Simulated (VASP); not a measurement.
# HgTe (F-43m) in VASP: a series of runs

The runs below take HgTe through single point, relaxation of cell and atoms, with r2SCAN.

Everything below comes from runs of VASP 6.6.1. Logs are shortened: lines on timing, memory, paths and dates and some standing lists are left out, and cuts for length are marked.

### Step 1. The cell of the first run

Symmetry: F-43m, No. 216, cubic system. The conventional cell has a = 6.573 Å, b = 6.573 Å, c = 6.573 Å, α = 90.00°, β = 90.00°, γ = 90.00°. Hg (site symmetry -43m) has 4 Te at 2.85 Å within 3.7 Å. Within 3.7 Å of Te (site symmetry -43m) lie 4 Hg at 2.85 Å.

### Step 2. Single point, r2SCAN

Contents of POSCAR:

```
HgTe
1.0
    0.0000000000      3.2864085686      3.2864085686
    3.2864085686      0.0000000000      3.2864085686
    3.2864085686      3.2864085686      0.0000000000
Hg Te
1 1
Direct
    0.0000000000      0.0000000000      0.0000000000
    0.2500000000      0.2500000000      0.2500000000
```

Contents of INCAR.step1:

```
  PREC = Accurate
  ENCUT = 520
  ISMEAR = 0
  SIGMA = 0.1
  LREAL = F
  LASPH = T
  NELM = 60
  NBANDS = 16
  GGA = PE
  ALGO = Normal
  EDIFF = 1E-4
  LWAVE = T
  LCHARG = F
```

Contents of INCAR.step2:

```
  PREC = Accurate
  ENCUT = 520
  EDIFF = 1E-7
  ISMEAR = 0
  SIGMA = 0.1
  LREAL = F
  LASPH = T
  NELM = 60
  ALGO = Normal
  ISIF = 2
  LWAVE = F
  LCHARG = F
  METAGGA = R2SCAN
  LMIXTAU = T
  NBANDS = 16
  ISTART = 1
```

Contents of KPOINTS:

```
Automatic mesh
0
Gamma
  12 12 12
```

Potentials or basis: VASP PAW PBE potentials, release 64 (Hg, Te).

Command:

```
$ cat potpaw_PBE.64/Hg/POTCAR potpaw_PBE.64/Te/POTCAR > POTCAR
$ cp INCAR.step1 INCAR
$ mpirun -np 1 vasp_std > vasp.out
$ cp INCAR.step2 INCAR
$ mpirun -np 1 vasp_std > vasp.out
```

OUTCAR:

```text
PREC = Accurate
   ENCUT = 520
   EDIFF = 1E-7
   ISMEAR = 0
   LREAL = F
   LASPH = T
   NELM = 60
   ISIF = 2
   METAGGA = R2SCAN
   ISTART = 1

 ion  position               nearest neighbor table
   1  0.000  0.000  0.000-   2 2.85   2 2.85   2 2.85   2 2.85
   2  0.250  0.250  0.250-   1 2.85   1 2.85   1 2.85   1 2.85

  LATTYP: Found a face centered cubic cell.
 ALAT       =     6.5728171372

  Lattice vectors:

 A1 = (   0.0000000000,   3.2864085686,   3.2864085686)
 A2 = (   3.2864085686,   0.0000000000,   3.2864085686)
 A3 = (   3.2864085686,   3.2864085686,   0.0000000000)

Analysis of symmetry for initial positions (statically):
=====================================================================
 Subroutine PRICEL returns:
 Original cell was already a primitive cell.

 Routine SETGRP: Setting up the symmetry group for a
 face centered cubic supercell.

 Subroutine GETGRP returns: Found 24 space group operations
 (whereof 24 operations were pure point group operations)
 out of a pool of 48 trial point group operations.

The static configuration has the point symmetry T_d .

Analysis of symmetry for dynamics (positions and initial velocities):
=====================================================================
 Subroutine PRICEL returns:
 Original cell was already a primitive cell.

 Routine SETGRP: Setting up the symmetry group for a
 face centered cubic supercell.

 Subroutine GETGRP returns: Found 24 space group operations
 (whereof 24 operations were pure point group operations)
 out of a pool of 48 trial point group operations.

The dynamic configuration has the point symmetry T_d .

 Subroutine INISYM returns: Found 24 space group operations
 (whereof 24 operations are pure point group operations),
 and found     1 'primitive' translations

----------------------------------------------------------------------------------------

                                     Primitive cell

  volume of cell :      70.9896

  direct lattice vectors                    reciprocal lattice vectors
     0.000000000  3.286408569  3.286408569    -0.152141765  0.152141765  0.152141765
     3.286408569  0.000000000  3.286408569     0.152141765 -0.152141765  0.152141765
     3.286408569  3.286408569  0.000000000     0.152141765  0.152141765 -0.152141765

  length of vectors
     4.647683569  4.647683569  4.647683569     0.263517267  0.263517267  0.263517267

  position of ions in fractional coordinates (direct lattice)
     0.000000000  0.000000000  0.000000000
     0.250000000  0.250000000  0.250000000

  ion indices of the primitive-cell ions
   primitive index   ion index
                 1           1
                 2           2

----------------------------------------------------------------------------------------

 KPOINTS: Automatic mesh

Automatic generation of k-mesh.
 Grid dimensions read from file:
 generate k-points for:   12   12   12

 Generating k-lattice:

  Cartesian coordinates                     Fractional coordinates (reciprocal lattice)
    -0.012678480  0.012678480  0.012678480     0.083333333  0.000000000  0.000000000
     0.012678480 -0.012678480  0.012678480     0.000000000  0.083333333  0.000000000
     0.012678480  0.012678480 -0.012678480     0.000000000  0.000000000  0.083333333

  Length of vectors
     0.021959772  0.021959772  0.021959772

  Shift w.r.t. Gamma in fractional coordinates (k-lattice)
     0.000000000  0.000000000  0.000000000

 Subroutine IBZKPT returns following result:
 ===========================================

 Found     72 irreducible k-points:

 Following reciprocal coordinates:
            Coordinates               Weight
  0.000000  0.000000  0.000000      1.000000
  0.083333  0.000000  0.000000      8.000000
  0.166667  0.000000  0.000000      8.000000
  0.250000  0.000000  0.000000      8.000000
  0.333333  0.000000  0.000000      8.000000
  0.416667  0.000000  0.000000      8.000000
[... 16 lines left out ...]
  0.500000  0.166667  0.000000     24.000000
 -0.416667  0.166667  0.000000     24.000000
 [... further k-points ...]
   k-points           NKPTS =     72   k-points in BZ     NKDIM =     72   number of bands    NBANDS=     16
   number of dos      NEDOS =    301   number of ions     NIONS =      2
   total plane-waves  NPLWV =  46656
   dimension x,y,z NGX =    36 NGY =   36 NGZ =   36
   dimension x,y,z NGXF=    72 NGYF=   72 NGZF=   72
   ions per type =               1   1
   NGX,Y,Z   is equivalent  to a cutoff of  12.88, 12.88, 12.88 a.u.
   NGXF,Y,Z  is equivalent  to a cutoff of  25.75, 25.75, 25.75 a.u.
 SYSTEM =  unknown system
   PREC   = accura    normal or accurate (medium, high low for compatibility)
   ISTART =      1    job   : 0-new  1-cont  2-samecut
   ICHARG =      0    charge: 1-file 2-atom 10-const
   ISPIN  =      1    spin polarized calculation?
   LNONCOLLINEAR =      F non collinear calculations
   LSORBIT =      F    spin-orbit coupling
   LASPH  =      T    aspherical Exc in radial PAW
   ENCUT  =  520.0 eV  38.22 Ry    6.18 a.u.   8.64  8.64  8.64*2*pi/ulx,y,z
   NELM   =     60;   NELMIN=  2; NELMDL=  0     # of ELM steps
   EDIFF  = 0.1E-06   stopping-criterion for ELM
   LREAL  =      F    real-space projection
   EDIFFG = 0.1E-05   stopping-criterion for IOM
   NSW    =      0    number of steps for IOM
   IBRION =     -1    ionic relax: 0-MD 1-quasi-New 2-CG
   NFREE  =      0    steps in history (QN), initial steepest desc. (CG)
   ISIF   =      2    stress and relaxation
   ISYM   =      2    0-nonsym 1-usesym 2-fastsym
   POTIM  = 0.5000    time-step for ionic-motion
   TEBEG  =    0.0;   TEEND  =   0.0 temperature during run
   PSTRESS=    0.0 pullay stress
   NELECT =      18.0000    total number of electrons
   NUPDOWN=      -1.0000    fix difference up-down
   EMIN   =  10.00;   EMAX   =-10.00  energy-range for DOS
   EFERMI =   0.00;   METHOD = LEGACY
   ISMEAR =     0;   SIGMA  =   0.10  broadening in eV -4-tet -1-fermi 0-gaus
   EFERMI_NEDOS =   21; number of points for ismear=-14 and -15
   IALGO  =     38    algorithm
   IMIX   =      4    mixing-type and parameters
     AMIX     =   0.40;   BMIX     =  1.00
     AMIX_MAG =   1.60;   BMIX_MAG =  1.00
  volume/ion in A,a.u.               =      35.49       239.53
  Fermi-wavevector in a.u.,A,eV,Ry     =   1.036177  1.958091 14.608080  1.073664
  Thomas-Fermi vector in A             =   2.170556
   LORBIT       =      0    0 simple, 1 ext, 2 COOP (PROOUT), +10 PAW based schemes
   METAGGA = R2SCAN    functional components
   LHFCALC =     F    Hartree Fock is set to
   AEXX    =    0.0000 exact exchange contribution
   IVDW    =     0    specifies the selected vdW correction
   LEPSILON=     F    determine dielectric tensor
   LRPA    =     F    only Hartree local field effects (RPA)
 non-spin polarized calculation
 Gauss-broadening in eV      SIGMA  =   0.10
  energy-cutoff  :      520.00
  volume of cell :       70.99
 maximum number of plane-waves:      1932
   NGX = 17   NGY = 17   NGZ = 17

 number of electron      18.0000001 magnetization

 Free energy of the ion-electron system (eV)
  ---------------------------------------------------
  ext. energy  EPLUGINS =         0.00000000
  ---------------------------------------------------
  free energy    TOTEN  =       -75.16463542 eV

  energy without entropy =      -75.16447660  energy(sigma->0) =      -75.16455601

 E-fermi :   2.4108     XC(G=0):  -9.0774

 val. band max:        2.3445026211   @ k =   0.0000   0.0000   0.0000
 cond. band min:       2.8789835809   @ k =   0.0833   0.0000   0.0000
 fundamental gap:      0.5344809598
 Fermi energy:         2.4108024755

 k-point     1 :       0.0000    0.0000    0.0000
  band No.  band energies     occupation
      1      -9.7008      2.00000
      2      -5.0089      2.00000
      3      -5.0089      2.00000
      4      -5.0089      2.00000
      5      -4.4980      2.00000
      6      -4.4980      2.00000
[... 8 lines left out ...]
     15      12.3176      0.00000
     16      12.3176      0.00000

 k-point     2 :       0.0833    0.0000    0.0000
  band No.  band energies     occupation
      1      -9.6676      2.00000
      2      -4.9995      2.00000
      3      -4.9995      2.00000
      4      -4.9949      2.00000
      5      -4.4989      2.00000
      6      -4.4989      2.00000
[... 8 lines left out ...]
     15      11.7886      0.00000
     16      11.7886      0.00000

 k-point     3 :       0.1667    0.0000    0.0000
  band No.  band energies     occupation
      1      -9.5749      2.00000
      2      -4.9746      2.00000
      3      -4.9746      2.00000
      4      -4.9449      2.00000
      5      -4.5001      2.00000
      6      -4.5001      2.00000
[... 8 lines left out ...]
     15      11.3543      0.00000
     16      11.3543      0.00000

 k-point     4 :       0.2500    0.0000    0.0000
  band No.  band energies     occupation
      1      -9.4433      2.00000
      2      -4.9428      2.00000
      3      -4.9428      2.00000
      4      -4.8377      2.00000
      5      -4.4984      2.00000
      6      -4.4984      2.00000
[... 8 lines left out ...]
     15      11.2942      0.00000
     16      11.2942      0.00000
[... 324 lines left out ...]
 k-point    22 :       0.4167    0.1667    0.0000
  band No.  band energies     occupation
      1      -9.1921      2.00000
      2      -4.8860      2.00000
      3      -4.8474      2.00000
      4      -4.6224      2.00000
      5      -4.4695      2.00000
      6      -4.4217      2.00000
[... 8 lines left out ...]
     15      12.1864      0.00000
     16      12.9410      0.00000

 k-point    23 :       0.5000    0.1667    0.0000
  band No.  band energies     occupation
      1      -9.1175      2.00000
      2      -4.8703      2.00000
      3      -4.8398      2.00000
      4      -4.5418      2.00000
      5      -4.4742      2.00000
      6      -4.2305      2.00000
[... 8 lines left out ...]
     15      12.4289      0.00000
     16      12.9745      0.00000

 k-point    24 :      -0.4167    0.1667    0.0000
  band No.  band energies     occupation
      1      -9.1078      2.00000
      2      -4.8643      2.00000
      3      -4.8469      2.00000
      4      -4.5115      2.00000
      5      -4.4875      2.00000
      6      -4.1846      2.00000
[... 8 lines left out ...]
     15      12.1340      0.00000
     16      12.3571      0.00000

 [... further k-points ...]
[... 5 lines left out ...]
  --------------------------------------------------------------------------------------
  -------------------------------------------------------------------------------------
  Total        0.0249483      0.0249483      0.0249483     -0.0000000      0.0000000     -0.0000000
  in kB        0.5630626      0.5630626      0.5630626     -0.0000000      0.0000000     -0.0000000
  external PRESSURE =       0.5630626 kB  Pullay stress =       0.0000000 kB

 VOLUME and BASIS-vectors are now :
 -----------------------------------------------------------------------------
  energy-cutoff  :      520.00
  volume of cell :       70.99
      direct lattice vectors                 reciprocal lattice vectors
     0.000000000  3.286408569  3.286408569    -0.152141765  0.152141765  0.152141765
     3.286408569  0.000000000  3.286408569     0.152141765 -0.152141765  0.152141765
     3.286408569  3.286408569  0.000000000     0.152141765  0.152141765 -0.152141765

 POSITION                                       TOTAL-FORCE (eV/Angst)
 -----------------------------------------------------------------------------------
      0.00000      0.00000      0.00000        -0.000000     -0.000000     -0.000000
      1.64320      1.64320      1.64320         0.000000      0.000000      0.000000
 -----------------------------------------------------------------------------------
    total drift:                                0.000000      0.000000      0.000000

  FREE ENERGIE OF THE ION-ELECTRON SYSTEM (eV)
  ---------------------------------------------------
  free  energy   TOTEN  =       -75.1646354204 eV

  energy  without entropy=      -75.1644766033  energy(sigma->0) =      -75.16455601
```

It used 770 s of CPU time on 1 thread of AMD EPYC 7R13 Processor (Zen 3), on a shared host.

What came out:

* Free energy: -75.1646 eV
* Pressure: 0.1 GPa
* Band gap on the k mesh: zero (filled and empty bands touch)

Levels at points of the mesh, in eV from the Fermi level:
```csv
k point,band 5,band 6,band 7,band 8,band 9,band 10,band 11,band 12,band 13,band 14
"(0.00, 0.00, 0.00)",-6.91,-6.91,-0.61,-0.07,-0.07,-0.07,4.59,4.59,4.59,6.74
"(0.50, 0.00, 0.00)",-6.89,-6.62,-5.38,-0.99,-0.99,0.88,5.36,5.36,7.08,8.18
"(0.50, 0.50, 0.00)",-6.85,-6.48,-5.37,-2.21,-2.21,2.03,2.80,8.44,9.17,9.17
```

Caveat: the PAW data sets were made with another functional, which shifts forces and pressure a little; spin-orbit coupling is left out, which moves the levels of the heavy elements.

### Step 3. Relaxation of cell and atoms, r2SCAN, target pressure -2 GPa, at which the enthalpy is minimised

This run uses another cell than the first one, of 36.18 Å³/atom, 1.019 times its volume.

Contents of POSCAR:

```
HgTe
1.0
    0.0000000000      3.3075338770      3.3075338770
    3.3075338770      0.0000000000      3.3075338770
    3.3075338770      3.3075338770      0.0000000000
Hg Te
1 1
Direct
    0.0000000000      0.0000000000      0.0000000000
    0.2500000000      0.2500000000      0.2500000000
```

Contents of INCAR.step1:

```
  ALGO = Normal
  EDIFF = 1E-4
  ENCUT = 600
  GGA = PE
  ISMEAR = 0
  LASPH = True
  LCHARG = False
  LREAL = False
  LWAVE = True
  NELM = 100
  PREC = Accurate
  SIGMA = 0.1
```

Contents of INCAR.step2:

```
  ALGO = Normal
  EDIFF = 1E-7
  EDIFFG = -0.008
  ENCUT = 600
  IBRION = 2
  ISIF = 3
  ISMEAR = 0
  ISTART = 1
  LASPH = True
  LCHARG = False
  LMIXTAU = True
  LREAL = False
  LWAVE = False
  METAGGA = R2SCAN
  NELM = 100
  NSW = 70
  PREC = Accurate
  PSTRESS = -20.0
  SIGMA = 0.1
```

Contents of KPOINTS:

```
k-points
0
Gamma
  12 12 12
```

Potentials or basis: VASP PAW PBE potentials, release 64 (Hg, Te).

Command:

```
$ cat potpaw_PBE.64/Hg/POTCAR potpaw_PBE.64/Te/POTCAR > POTCAR
$ cp INCAR.step1 INCAR
$ mpirun -np 1 vasp_std > vasp.out
$ cp INCAR.step2 INCAR
$ mpirun -np 1 vasp_std > vasp.out
```

It took 7 min on 1 thread of Intel Xeon 6975P-C (Granite Rapids), shared host; peak memory 0.34 GiB.

The run converged. Its results:

| Item | Value |
| --- | --- |
| Free energy | -75.1370 eV |
| Relaxed volume | 37.68 Å³/atom |
| Relaxed cell | a = 4.741 Å, b = 4.741 Å, c = 4.741 Å, α = 60.00°, β = 60.00°, γ = 60.00° |
| Space group after relaxing (to 0.05 Å) | F-43m (No. 216) |
| Energy change on relaxing (the enthalpy is what falls) | +12.7 meV/atom |
| Ionic steps | 3 |
| Pressure after relaxing | -2.0 GPa |
| Band gap on the k mesh | zero (filled and empty bands touch) |

The path:
| step | energy change (eV) | largest force (eV/Å) | pressure (GPa) | volume (Å³) |
| --- | --- | --- | --- | --- |
| 1 | 0.0000 | 0.0000 | -0.66 | 72.37 |
| 2 | 0.0283 | 0.0000 | -2.09 | 75.58 |
| 3 | 0.0254 | 0.0000 | -2.00 | 75.36 |

Final structure:
```
CELL_PARAMETERS angstrom
0.00000 3.35245 3.35245
3.35245 0.00000 3.35245
3.35245 3.35245 0.00000
ATOMIC_POSITIONS crystal
Hg 0.00000 0.00000 0.00000
Te 0.25000 0.25000 0.25000
```

Levels at points of the mesh, in eV from the Fermi level:
| k point | band 7 | band 8 | band 9 | band 10 | band 11 | band 12 |
| --- | --- | --- | --- | --- | --- | --- |
| (0.00, 0.00, 0.00) | -0.76 | -0.07 | -0.07 | -0.07 | 4.69 | 4.69 |
| (0.50, 0.00, 0.00) | -5.01 | -0.89 | -0.89 | 0.86 | 5.41 | 5.41 |
| (0.50, 0.50, 0.00) | -5.05 | -1.97 | -1.97 | 2.02 | 2.93 | 8.21 |

Caveat: the cell is relaxed towards a set pressure, so the enthalpy falls and the energy may rise; the PAW data sets were made with another functional, which shifts forces and pressure a little; spin-orbit coupling is left out, which moves the levels of the heavy elements.

### Step 4. Relaxation of cell and atoms, r2SCAN

This run uses another cell than the first one, of 35.61 Å³/atom, 1.003 times its volume.

Contents of POSCAR:

```
HgTe
1.0
    0.0000000000      3.2899842045      3.2899842045
    3.2899842045      0.0000000000      3.2899842045
    3.2899842045      3.2899842045      0.0000000000
Hg Te
1 1
Direct
    0.0000000000      0.0000000000      0.0000000000
    0.2500000000      0.2500000000      0.2500000000
```

Contents of INCAR.step1:

```
PREC = Accurate
ENCUT = 600
ISMEAR = 0
SIGMA = 0.1
LREAL = F
LASPH = T
NELM = 100
GGA = PE
ALGO = Normal
EDIFF = 1E-4
LWAVE = T
LCHARG = F
```

Contents of INCAR.step2:

```
PREC = Accurate
ENCUT = 600
EDIFF = 1E-6
ISMEAR = 0
SIGMA = 0.1
LREAL = F
LASPH = T
NELM = 100
ALGO = Normal
ISIF = 3
LWAVE = F
LCHARG = F
METAGGA = R2SCAN
LMIXTAU = T
IBRION = 2
NSW = 100
EDIFFG = -0.005
ISTART = 1
```

Contents of KPOINTS:

```
Automatic mesh
0
Gamma
  12 12 12
```

Command:

```
$ cat potpaw_PBE.64/Hg/POTCAR potpaw_PBE.64/Te/POTCAR > POTCAR
$ cp INCAR.step1 INCAR
$ mpirun -np 1 vasp_std > vasp.out
$ cp INCAR.step2 INCAR
$ mpirun -np 1 vasp_std > vasp.out
```

It took 15 min on 1 thread of Oxide Virtual Turin-like, shared host; peak memory 0.29 GiB.

Results (log left out):

* Free energy: -75.1648 eV
* Relaxed volume: 35.55 Å³/atom
* Relaxed cell: a = 4.650 Å, b = 4.650 Å, c = 4.650 Å, α = 60.00°, β = 60.00°, γ = 60.00°
* Space group after relaxing (to 0.05 Å): F-43m (No. 216)
* Energy gained by relaxing: 0.0 meV/atom
* Ionic steps: 2
* Pressure after relaxing: 0.0 GPa
* Band gap on the k mesh: zero (filled and empty bands touch)

Final structure:
```
Hg Te
1.0
     0.00000    3.28822    3.28822
     3.28822    0.00000    3.28822
     3.28822    3.28822    0.00000
Hg Te
1 1
Cartesian
  3.2882 3.2882 0.0000
  1.6441 1.6441 1.6441
```

Levels at points of the mesh, in eV from the Fermi level:
| k point | band 6 | band 7 | band 8 | band 9 | band 10 | band 11 | band 12 | band 13 |
| --- | --- | --- | --- | --- | --- | --- | --- | --- |
| (0.00, 0.00, 0.00) | -6.90 | -0.61 | -0.07 | -0.07 | -0.07 | 4.60 | 4.60 | 4.60 |
| (0.50, 0.00, 0.00) | -6.62 | -5.37 | -0.99 | -0.99 | 0.88 | 5.36 | 5.36 | 7.08 |
| (0.50, 0.50, 0.00) | -6.47 | -5.36 | -2.20 | -2.20 | 2.03 | 2.80 | 8.44 | 9.16 |

Caveat: the PAW data sets were made with another functional, which shifts forces and pressure a little; spin-orbit coupling is left out, which moves the levels of the heavy elements.

### Step 5. The runs side by side

```csv
task,cell,cutoff (eV),gap on the mesh (eV),pressure (GPa)
single point,"a = 4.648 Å, angles 60.0°, 2 atoms",520,none,0.1
relaxation of cell and atoms,"relaxed to -2 GPa from a = 4.678 Å, angles 60.0°, 2 atoms",600,none,-2.0
relaxation of cell and atoms,"relaxed from a = 4.653 Å, angles 60.0°, 2 atoms",600,none,0.0
```

Alike in all rows: level r2SCAN; potentials or basis VASP PAW PBE potentials, release 64 (Hg, Te); no spin polarisation; k mesh 12 × 12 × 12; smearing gaussian 0.1 eV.

Caveats: the PAW data sets were made with another functional, which shifts forces and pressure a little; spin-orbit coupling is left out, which moves the levels of the heavy elements; the cell is relaxed towards a set pressure, so the enthalpy falls and the energy may rise (some runs).

Total energies depend on the potentials used, so only differences within one code and one set of settings carry meaning.
